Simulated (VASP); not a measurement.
# HfN (Fm-3m) in VASP: further runs

HfN is run at these levels: PBE; tasks: single point.

All numbers are computed with VASP 6.6.1; they aren't measurements. Logs are shortened: lines on timing, memory, paths and dates and some standing lists are left out, and cuts for length are marked.

## 1. The cell of the first run

The structure is cubic, space group Fm-3m (No. 225). The conventional cell has a = 4.548 Å, b = 4.548 Å, c = 4.548 Å, α = 90.00°, β = 90.00°, γ = 90.00°. Hf (site symmetry m-3m) has 6 N at 2.27 Å within 3.0 Å. Within 3.0 Å of N (site symmetry m-3m) lie 6 Hf at 2.27 Å.

## 2. Single point, PBE

The input, INCAR:

```
ALGO = Normal
EDIFF = 1E-6
ENCUT = 520
GGA = PE
ISIF = 2
ISMEAR = 0
LASPH = T
LCHARG = F
LREAL = F
LWAVE = F
NBANDS = 14
NELM = 100
PREC = Accurate
SIGMA = 0.1
```

The input, KPOINTS:

```
k-points
0
Gamma
  16 16 16
```

The input, POSCAR:

```
HfN
1.0
    0.0000000000      2.2738140414      2.2738140414
    2.2738140414      0.0000000000      2.2738140414
    2.2738140414      2.2738140414      0.0000000000
Hf N
1 1
Direct
    0.0000000000      0.0000000000      0.0000000000
    0.5000000000      0.5000000000      0.5000000000
```

Potentials or basis: VASP PAW PBE potentials, release 64 (Hf_pv, N).

Launch:

```bash
$ cat potpaw_PBE.64/Hf_pv/POTCAR potpaw_PBE.64/N/POTCAR > POTCAR
$ mpirun -np 1 vasp_std > vasp.out
```

OUTCAR:

```text
EDIFF = 1E-6
   ENCUT = 520
   GGA = PE
   ISIF = 2
   ISMEAR = 0
   LASPH = T
   LREAL = F
   NELM = 100
   PREC = Accurate

 ion  position               nearest neighbor table
   1  0.000  0.000  0.000-   2 2.27   2 2.27   2 2.27   2 2.27   2 2.27   2 2.27
   2  0.500  0.500  0.500-   1 2.27   1 2.27   1 2.27   1 2.27   1 2.27   1 2.27

  LATTYP: Found a face centered cubic cell.
 ALAT       =     4.5476280828

  Lattice vectors:

 A1 = (   0.0000000000,   2.2738140414,   2.2738140414)
 A2 = (   2.2738140414,   0.0000000000,   2.2738140414)
 A3 = (   2.2738140414,   2.2738140414,   0.0000000000)

Analysis of symmetry for initial positions (statically):
=====================================================================
 Subroutine PRICEL returns:
 Original cell was already a primitive cell.

 Routine SETGRP: Setting up the symmetry group for a
 face centered cubic supercell.

 Subroutine GETGRP returns: Found 48 space group operations
 (whereof 48 operations were pure point group operations)
 out of a pool of 48 trial point group operations.

The static configuration has the point symmetry O_h .

Analysis of symmetry for dynamics (positions and initial velocities):
=====================================================================
 Subroutine PRICEL returns:
 Original cell was already a primitive cell.

 Routine SETGRP: Setting up the symmetry group for a
 face centered cubic supercell.

 Subroutine GETGRP returns: Found 48 space group operations
 (whereof 48 operations were pure point group operations)
 out of a pool of 48 trial point group operations.

The dynamic configuration has the point symmetry O_h .

 Subroutine INISYM returns: Found 48 space group operations
 (whereof 48 operations are pure point group operations),
 and found     1 'primitive' translations

----------------------------------------------------------------------------------------

                                     Primitive cell

  volume of cell :      23.5123

  direct lattice vectors                    reciprocal lattice vectors
     0.000000000  2.273814041  2.273814041    -0.219894851  0.219894851  0.219894851
     2.273814041  0.000000000  2.273814041     0.219894851 -0.219894851  0.219894851
     2.273814041  2.273814041  0.000000000     0.219894851  0.219894851 -0.219894851

  length of vectors
     3.215658656  3.215658656  3.215658656     0.380869054  0.380869054  0.380869054

  position of ions in fractional coordinates (direct lattice)
     0.000000000  0.000000000  0.000000000
     0.500000000  0.500000000  0.500000000

  ion indices of the primitive-cell ions
   primitive index   ion index
                 1           1
                 2           2

----------------------------------------------------------------------------------------

 KPOINTS: k-points

Automatic generation of k-mesh.
 Grid dimensions read from file:
 generate k-points for:   16   16   16

 Generating k-lattice:

  Cartesian coordinates                     Fractional coordinates (reciprocal lattice)
    -0.013743428  0.013743428  0.013743428     0.062500000  0.000000000  0.000000000
     0.013743428 -0.013743428  0.013743428     0.000000000  0.062500000  0.000000000
     0.013743428  0.013743428 -0.013743428     0.000000000  0.000000000  0.062500000

  Length of vectors
     0.023804316  0.023804316  0.023804316

  Shift w.r.t. Gamma in fractional coordinates (k-lattice)
     0.000000000  0.000000000  0.000000000

 Subroutine IBZKPT returns following result:
 ===========================================

 Found    145 irreducible k-points:

 Following reciprocal coordinates:
            Coordinates               Weight
  0.000000  0.000000  0.000000      1.000000
  0.062500  0.000000  0.000000      8.000000
  0.125000  0.000000  0.000000      8.000000
  0.187500  0.000000  0.000000      8.000000
  0.250000  0.000000  0.000000      8.000000
  0.312500  0.000000  0.000000      8.000000
[... 16 lines left out ...]
 -0.125000  0.062500  0.000000     24.000000
 -0.062500  0.062500  0.000000     12.000000
 [... further k-points ...]
   k-points           NKPTS =    145   k-points in BZ     NKDIM =    145   number of bands    NBANDS=     14
   number of dos      NEDOS =    301   number of ions     NIONS =      2
   total plane-waves  NPLWV =  13824
   dimension x,y,z NGX =    24 NGY =   24 NGZ =   24
   dimension x,y,z NGXF=    48 NGYF=   48 NGZF=   48
   ions per type =               1   1
   NGX,Y,Z   is equivalent  to a cutoff of  12.41, 12.41, 12.41 a.u.
   NGXF,Y,Z  is equivalent  to a cutoff of  24.82, 24.82, 24.82 a.u.
 SYSTEM =  unknown system
   PREC   = accura    normal or accurate (medium, high low for compatibility)
   ISTART =      0    job   : 0-new  1-cont  2-samecut
   ICHARG =      2    charge: 1-file 2-atom 10-const
   ISPIN  =      1    spin polarized calculation?
   LNONCOLLINEAR =      F non collinear calculations
   LSORBIT =      F    spin-orbit coupling
   LASPH  =      T    aspherical Exc in radial PAW
   ENCUT  =  520.0 eV  38.22 Ry    6.18 a.u.   5.98  5.98  5.98*2*pi/ulx,y,z
   NELM   =    100;   NELMIN=  2; NELMDL= -5     # of ELM steps
   EDIFF  = 0.1E-05   stopping-criterion for ELM
   LREAL  =      F    real-space projection
   EDIFFG = 0.1E-04   stopping-criterion for IOM
   NSW    =      0    number of steps for IOM
   IBRION =     -1    ionic relax: 0-MD 1-quasi-New 2-CG
   NFREE  =      0    steps in history (QN), initial steepest desc. (CG)
   ISIF   =      2    stress and relaxation
   ISYM   =      2    0-nonsym 1-usesym 2-fastsym
   POTIM  = 0.5000    time-step for ionic-motion
   TEBEG  =    0.0;   TEEND  =   0.0 temperature during run
   PSTRESS=    0.0 pullay stress
   NELECT =      15.0000    total number of electrons
   NUPDOWN=      -1.0000    fix difference up-down
   EMIN   =  10.00;   EMAX   =-10.00  energy-range for DOS
   EFERMI =   0.00;   METHOD = LEGACY
   ISMEAR =     0;   SIGMA  =   0.10  broadening in eV -4-tet -1-fermi 0-gaus
   EFERMI_NEDOS =   21; number of points for ismear=-14 and -15
   IALGO  =     38    algorithm
   IMIX   =      4    mixing-type and parameters
     AMIX     =   0.40;   BMIX     =  1.00
     AMIX_MAG =   1.60;   BMIX_MAG =  1.00
  volume/ion in A,a.u.               =      11.76        79.33
  Fermi-wavevector in a.u.,A,eV,Ry     =   1.409311  2.663212 27.023330  1.986159
  Thomas-Fermi vector in A             =   2.531380
   LORBIT       =      0    0 simple, 1 ext, 2 COOP (PROOUT), +10 PAW based schemes
   GGA     = PE    functional components
   LHFCALC =     F    Hartree Fock is set to
   AEXX    =    0.0000 exact exchange contribution
   IVDW    =     0    specifies the selected vdW correction
   LEPSILON=     F    determine dielectric tensor
   LRPA    =     F    only Hartree local field effects (RPA)
 non-spin polarized calculation
 Gauss-broadening in eV      SIGMA  =   0.10
  energy-cutoff  :      520.00
  volume of cell :       23.51
 maximum number of plane-waves:       648
   NGX = 11   NGY = 11   NGZ = 11

 number of electron      15.0000000 magnetization

 Free energy of the ion-electron system (eV)
  ---------------------------------------------------
  ext. energy  EPLUGINS =         0.00000000
  ---------------------------------------------------
  free energy    TOTEN  =       -21.75874792 eV

  energy without entropy =      -21.75578664  energy(sigma->0) =      -21.75726728

 E-fermi :   8.2111     XC(G=0): -12.6297

 val. band max:        8.2104029500   @ k =  -0.1250   0.0625   0.0000
 cond. band min:       8.2143630956   @ k =   0.3750   0.1250   0.0000
 fundamental gap:      0.0039601455
 Fermi energy:         8.2110808240

 k-point     1 :       0.0000    0.0000    0.0000
  band No.  band energies     occupation
      1     -23.0199      2.00000
      2     -23.0199      2.00000
      3     -23.0199      2.00000
      4      -9.1826      2.00000
      5       5.2067      2.00000
      6       5.2067      2.00000
      7       5.2067      2.00000
      8       7.8745      2.00000
      9       7.8745      2.00000
     10       7.8745      2.00000
     11       9.8220      0.00000
     12      10.1318      0.00000
     13      10.1318      0.00000
     14      17.7278      0.00000

 k-point     2 :       0.0625    0.0000    0.0000
  band No.  band energies     occupation
      1     -23.0571      2.00000
      2     -23.0231      2.00000
      3     -23.0231      2.00000
      4      -9.0961      2.00000
      5       4.8033      2.00000
      6       4.9787      2.00000
      7       4.9787      2.00000
      8       7.9816      1.99883
      9       8.0060      1.99628
     10       8.0060      1.99628
     11      10.1180      0.00000
     12      10.4277      0.00000
     13      10.4277      0.00000
     14      18.0280      0.00000

 k-point     3 :       0.1250    0.0000    0.0000
  band No.  band energies     occupation
      1     -23.1611      2.00000
      2     -23.0320      2.00000
      3     -23.0320      2.00000
      4      -8.8471      2.00000
      5       3.9017      2.00000
      6       4.4481      2.00000
      7       4.4481      2.00000
      8       8.1637      1.49719
      9       8.3524      0.04566
     10       8.3524      0.04566
     11      10.8661      0.00000
     12      11.1993      0.00000
     13      11.1993      0.00000
     14      18.8611      0.00000
[... 324 lines left out ...]
 k-point    23 :      -0.1250    0.0625    0.0000
  band No.  band energies     occupation
      1     -23.2215      2.00000
      2     -23.0638      2.00000
      3     -23.0274      2.00000
      4      -8.6700      2.00000
      5       3.3174      2.00000
      6       3.9927      2.00000
      7       4.4162      2.00000
      8       8.2104      1.00765
      9       8.3282      0.09758
     10       9.0253      0.00000
     11      10.5980      0.00000
     12      11.8469      0.00000
     13      12.1339      0.00000
     14      19.4466      0.00000

 k-point    24 :      -0.0625    0.0625    0.0000
  band No.  band energies     occupation
      1     -23.1085      2.00000
      2     -23.0423      2.00000
      3     -23.0218      2.00000
      4      -8.9573      2.00000
      5       4.2002      2.00000
      6       4.5635      2.00000
      7       4.8662      2.00000
      8       8.0324      1.98850
      9       8.0449      1.98126
     10       8.4690      0.00026
     11      10.1527      0.00000
     12      10.9301      0.00000
     13      11.1375      0.00000
     14      18.5039      0.00000

 [... further k-points ...]

------------------------ aborting loop because EDIFF is reached ----------------------------------------

  FORCE on cell =-STRESS in cart. coord.  units (eV):
  Direction    XX          YY          ZZ          XY          YZ          ZX
  --------------------------------------------------------------------------------------
  -------------------------------------------------------------------------------------
  Total       -0.3403990     -0.3403990     -0.3403990      0.0000000      0.0000000      0.0000000
  in kB      -23.1955140    -23.1955140    -23.1955140      0.0000000      0.0000000      0.0000000
  external PRESSURE =     -23.1955140 kB  Pullay stress =       0.0000000 kB

 VOLUME and BASIS-vectors are now :
 -----------------------------------------------------------------------------
  energy-cutoff  :      520.00
  volume of cell :       23.51
      direct lattice vectors                 reciprocal lattice vectors
     0.000000000  2.273814041  2.273814041    -0.219894851  0.219894851  0.219894851
     2.273814041  0.000000000  2.273814041     0.219894851 -0.219894851  0.219894851
     2.273814041  2.273814041  0.000000000     0.219894851  0.219894851 -0.219894851

 POSITION                                       TOTAL-FORCE (eV/Angst)
 -----------------------------------------------------------------------------------
      0.00000      0.00000      0.00000         0.000000      0.000000      0.000000
      2.27381      2.27381      2.27381        -0.000000     -0.000000     -0.000000
 -----------------------------------------------------------------------------------
    total drift:                                0.000000     -0.000000     -0.000000

  FREE ENERGIE OF THE ION-ELECTRON SYSTEM (eV)
  ---------------------------------------------------
  free  energy   TOTEN  =       -21.7587479218 eV

  energy  without entropy=      -21.7557866374  energy(sigma->0) =      -21.75726728
```

Wall time 30 s (1 thread of Intel Xeon 8259CL, shared host); peak memory 0.18 GiB.

What came out:

```yaml
Free_energy: -21.7587 eV
Pressure: -2.3 GPa
```

Caveat: spin-orbit coupling is left out, which moves the levels of the heavy elements.

[end of part 1 of 2]
